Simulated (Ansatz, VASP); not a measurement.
## Ge in VASP and in Ansatz

The input INCAR:

```
SYSTEM = Ge
  ALGO = Normal
  EDIFF = 1E-7
  ENCUT = 520
  GGA = CA
  ISIF = 2
  ISMEAR = 0
  LASPH = .TRUE.
  LCHARG = .TRUE.
  LELF = .TRUE.
  LREAL = .FALSE.
  LVHAR = .TRUE.
  LWAVE = .FALSE.
  NBANDS = 21
  NELM = 100
  PREC = Accurate
  SIGMA = 0.15
```

Contents of KPOINTS:

```
k-points
0
G
  14 14 14
  0 0 0
```

File POSCAR:

```
Ge
1.0
   -0.0375256690      2.8109115346      2.8859628726
    2.8109115346     -0.0375256690      2.8859628726
    2.7733858656      2.7733858656      0.0000000000
Ge
2
Direct
    0.5000000000      0.5000000000      0.5000000000
    0.7500000000      0.7500000000      0.7500000000
```

Input for Ansatz:

```yaml
crystal:
  lattice:
    - [-0.037525669, 2.8109115346, 2.8859628726]
    - [2.8109115346, -0.037525669, 2.8859628726]
    - [2.7733858656, 2.7733858656, 0.0]
  atoms:
    - { symbol: Ge, position: [0.5, 0.5, 0.5] }
    - { symbol: Ge, position: [0.75, 0.75, 0.75] }
basis:
  ecutwfc: 420
kpoints:
  mp_grid: { grid: [14, 14, 14] }
hamiltonian:
  xc: lda
scf:
  occupations: { method: gaussian, width: 0.15 }
output:
  forces: true
  stress: true
  eigenvalues: true
```

Change from the starting cell: engineering shear strain xy -0.0267, normal strain along z +0.0267.

Alike in both runs: task single point; functional LDA; k mesh 14 × 14 × 14; occupations gaussian, width 0.15 eV; no spin polarisation.

|  | VASP | Ansatz |
| --- | --- | --- |
| version | VASP 6.6.1 | Ansatz 0.2.0 |
| potentials or method | VASP PAW LDA potentials, release 64 (Ge_d), cutoff 520 eV | scalar-relativistic, plane waves, PAW |
| valence electrons in the cell | 28 | 28 |

|  | VASP | Ansatz | Ansatz less VASP |
| --- | --- | --- | --- |
| gap on the k mesh at the Fermi level (eV) | none | none | - |
| pressure (GPa) | -1.6 | -1.7 | -0.08 |
| traceless stress, the component that is largest in VASP (GPa) | 2.13 | 2.11 | -0.022 |
| rms of the force components (eV/Å) | 0.121 | 0.120 | -0.0016 |

LDA's correlation is that of Perdew and Zunger in VASP and of Perdew and Wang (1992) in Ansatz. Atom by atom the forces differ by 0.002 eV/Å (rms over components). A gap of «none» marks a metal or a gap that the smearing closes.
